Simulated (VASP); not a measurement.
# Ti (P6/mmm) in VASP: further runs, part 2 of 2

VASP 6.6.1.

## Step 5: Single point, r2SCAN

This run uses another cell than the first one, of the same volume but with other edges.

Contents of POSCAR:

```
Ti
1.0
    4.4251765029      0.0000000000      0.0000000000
   -2.2125882514      3.8323152677      0.0000000000
    0.0000000000      0.0000000000      3.0098605749
Ti
3
Direct
    0.0000000000      0.0000000000      0.0000000000
    0.3333333333      0.6666666667      0.5000000000
    0.6666666667      0.3333333333      0.5000000000
```

Contents of INCAR.step1:

```
SYSTEM = Ti
ALGO = Normal
EDIFF = 1E-4
ENCUT = 520
GGA = PE
ISMEAR = 0
LASPH = .TRUE.
LCHARG = .FALSE.
LREAL = .FALSE.
LWAVE = .TRUE.
NBANDS = 25
NELM = 60
PREC = Accurate
SIGMA = 0.15
```

Contents of INCAR.step2:

```
SYSTEM = Ti
ALGO = Normal
EDIFF = 1E-6
ENCUT = 520
ISIF = 2
ISMEAR = 0
ISTART = 1
LASPH = .TRUE.
LCHARG = .FALSE.
LMIXTAU = .TRUE.
LREAL = .FALSE.
LWAVE = .FALSE.
METAGGA = R2SCAN
NBANDS = 25
NELM = 60
PREC = Accurate
SIGMA = 0.15
```

Contents of KPOINTS:

```
k-points
0
G
  12 12 18
  0 0 0
```

Potentials or basis: VASP PAW PBE potentials, release 64 (Ti_sv).

The run is started by

```console
> cat potpaw_PBE.64/Ti_sv/POTCAR > POTCAR
> cp INCAR.step1 INCAR
> mpirun -np 1 vasp_std > vasp.out
> cp INCAR.step2 INCAR
> mpirun -np 1 vasp_std > vasp.out
```

OUTCAR:

```text
SYSTEM = Ti
   EDIFF = 1E-6
   ENCUT = 520
   ISIF = 2
   ISMEAR = 0
   ISTART = 1
   LASPH = .TRUE.
   LREAL = .FALSE.
   METAGGA = R2SCAN
   NELM = 60
   PREC = Accurate

 ion  position               nearest neighbor table
   1  0.000  0.000  0.000-
   2  0.333  0.667  0.500-   3 2.55   3 2.55   3 2.55
   3  0.667  0.333  0.500-   2 2.55   2 2.55   2 2.55

  LATTYP: Found a hexagonal cell.
 ALAT       =     4.4251765029
[... 867 lines left out ...]

  FORCE on cell =-STRESS in cart. coord.  units (eV):
  Direction    XX          YY          ZZ          XY          YZ          ZX
  --------------------------------------------------------------------------------------
  -------------------------------------------------------------------------------------
  Total        1.9187744      1.9187744     -3.5895013      0.0000000      0.0000000     -0.0000000
  in kB       60.2277025     60.2277025   -112.6695317      0.0000000      0.0000000     -0.0000000
  external PRESSURE =       2.5952911 kB  Pullay stress =       0.0000000 kB

 VOLUME and BASIS-vectors are now :
 -----------------------------------------------------------------------------
  energy-cutoff  :      520.00
  volume of cell :       51.04
      direct lattice vectors                 reciprocal lattice vectors
     4.425176503  0.000000000  0.000000000     0.225979687  0.130469433  0.000000000
    -2.212588251  3.832315268  0.000000000     0.000000000  0.260938866  0.000000000
     0.000000000  0.000000000  3.009860575     0.000000000  0.000000000  0.332241303

 POSITION                                       TOTAL-FORCE (eV/Angst)
 -----------------------------------------------------------------------------------
      0.00000      0.00000      0.00000         0.000000      0.000000      0.000000
     -0.00000      2.55488      1.50493        -0.000000      0.000000     -0.000000
      2.21259      1.27744      1.50493         0.000000      0.000000      0.000000
 -----------------------------------------------------------------------------------
    total drift:                                0.000000      0.000000     -0.000000

  FREE ENERGIE OF THE ION-ELECTRON SYSTEM (eV)
  ---------------------------------------------------
  free  energy   TOTEN  =       -38.7270602430 eV

  energy  without entropy=      -38.6967553747  energy(sigma->0) =      -38.71190781
```

OSZICAR.step1:

```text
N       E                     dE             d eps       ncg     rms          rms(c)
DAV:   1     0.433770883236E+03    0.43377E+03   -0.18674E+04  9500   0.179E+03
DAV:   2     0.230191612888E+02   -0.41075E+03   -0.40389E+03  9603   0.518E+02
DAV:   3    -0.226165902164E+02   -0.45636E+02   -0.44597E+02 17442   0.148E+02
DAV:   4    -0.262339194684E+02   -0.36173E+01   -0.35973E+01 13730   0.384E+01
DAV:   5    -0.263699836972E+02   -0.13606E+00   -0.13598E+00 15047   0.651E+00    0.151E+01
DAV:   6    -0.233883611251E+02    0.29816E+01   -0.11143E+01 12914   0.332E+01    0.411E+00
DAV:   7    -0.236020202811E+02   -0.21366E+00   -0.34814E+00 13841   0.152E+01    0.480E+00
DAV:   8    -0.233401941403E+02    0.26183E+00   -0.16630E+00 14641   0.932E+00    0.220E+00
DAV:   9    -0.233774933012E+02   -0.37299E-01   -0.28498E-01 12524   0.542E+00    0.757E-01
DAV:  10    -0.233680522053E+02    0.94411E-02   -0.64398E-02 13002   0.293E+00    0.138E-01
DAV:  11    -0.233685856249E+02   -0.53342E-03   -0.56482E-03 13278   0.702E-01    0.109E-01
DAV:  12    -0.233687207485E+02   -0.13512E-03   -0.54757E-04 12808   0.236E-01    0.466E-02
DAV:  13    -0.233686932190E+02    0.27529E-04   -0.13827E-04  8009   0.123E-01
   1 F= -.23368693E+02 E0= -.23351565E+02  d E =-.342562E-01
```

It took 45 min on 1 thread of Oxide Virtual Turin-like, shared host; peak memory 0.28 GiB.

What came out:

```
Free energy            : -38.7271 eV
Pressure               : 0.3 GPa
Band gap on the k mesh : zero (bands 18 and 19 overlap by 0.65 eV)
```

Stress tensor (GPa, compression positive):
```
  6.02   0.00   0.00
  0.00   6.02   0.00
  0.00   0.00 -11.27
```

Levels at points of the mesh, in eV from the Fermi level:
```csv
k point,band 15,band 16,band 17,band 18,band 19,band 20,band 21,band 22
"(0.00, 0.00, 0.00)",-0.69,-0.69,-0.66,-0.66,0.53,1.31,1.38,1.38
"(0.50, 0.00, 0.00)",-2.79,-0.49,-0.22,-0.16,0.27,0.36,1.04,1.41
"(0.00, 0.00, 0.50)",-2.24,-2.24,-1.86,-1.86,1.25,1.25,1.44,1.44
"(0.50, 0.00, 0.50)",-1.75,-1.33,-1.26,-1.03,0.49,0.69,0.73,1.05
```

Caveat: the stress differs along the axes, from -11 to 6 GPa; the PAW data sets were made with another functional, which shifts forces and pressure a little.

## Step 6: The runs side by side

```csv
cell,gap on the mesh (eV),pressure (GPa)
"a = 4.631, b = 4.631, c = 2.749 Å, angles 90.0, 90.0, 120.0°, 3 atoms",none,0.7
"a = 4.494, b = 4.494, c = 2.918 Å, angles 90.0, 90.0, 120.0°, 3 atoms",none,0.2
"a = 4.697, b = 4.697, c = 2.672 Å, angles 90.0, 90.0, 120.0°, 3 atoms",none,1.2
"a = 4.425, b = 4.425, c = 3.010 Å, angles 90.0, 90.0, 120.0°, 3 atoms",none,0.3
```

Alike in all rows: task single point; level r2SCAN; potentials or basis VASP PAW PBE potentials, release 64 (Ti_sv); no spin polarisation; k mesh 12 × 12 × 18; cutoff (eV) 520; smearing gaussian 0.15 eV.

Caveats: the PAW data sets were made with another functional, which shifts forces and pressure a little; the stress differs along the axes, from -2 to 7 GPa (at least some runs); the stress differs along the axes, from -6 to 3 GPa (at least some runs); the stress differs along the axes, from -5 to 13 GPa (at least some runs); the stress differs along the axes, from -11 to 6 GPa (at least some runs).

Absolute energies hang on the potentials; compare differences alone.
